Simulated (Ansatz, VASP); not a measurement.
**Two plane-wave programs on NaF**

```
Na F
1.0
     3.25389    0.00000    0.00000
    -1.62695    2.81796    0.00000
     0.00000    0.00000    5.69375
Na F
2 2
Direct
  0.00000 0.00000 0.00000
  0.00000 0.00000 0.50000
  0.33333 0.66667 0.25000
  0.66667 0.33333 0.75000
```

Alike in both runs: functional PBE; k mesh 9 × 9 × 6; occupations gaussian, width 0.02 eV; no spin polarisation.

Ansatz relaxed the structure, and its values are those at the end. VASP's run is a single point on that final structure, the one shown.

|  | VASP | Ansatz |
| --- | --- | --- |
| version | VASP 6.6.1 | Ansatz 0.2.0 |
| potentials or method | VASP PAW PBE potentials, release 64 (Na_pv, F), cutoff 520 eV | scalar-relativistic, plane waves, PAW |
| valence electrons in the cell | 28 | 32 |

```tsv
	VASP	Ansatz	Ansatz less VASP
gap on the k mesh at the Fermi level (eV)	5.97	5.99	+0.016
least direct gap on the mesh (eV)	5.97	5.99	+0.016
pressure (GPa)	-0.1	0.0	+0.14
```

The functional is the same, so the differences come from potentials, cutoffs and numerics. VASP's potentials hold 28 valence electrons a cell and Ansatz's 32, so a difference there can come from the potentials and not from the codes.
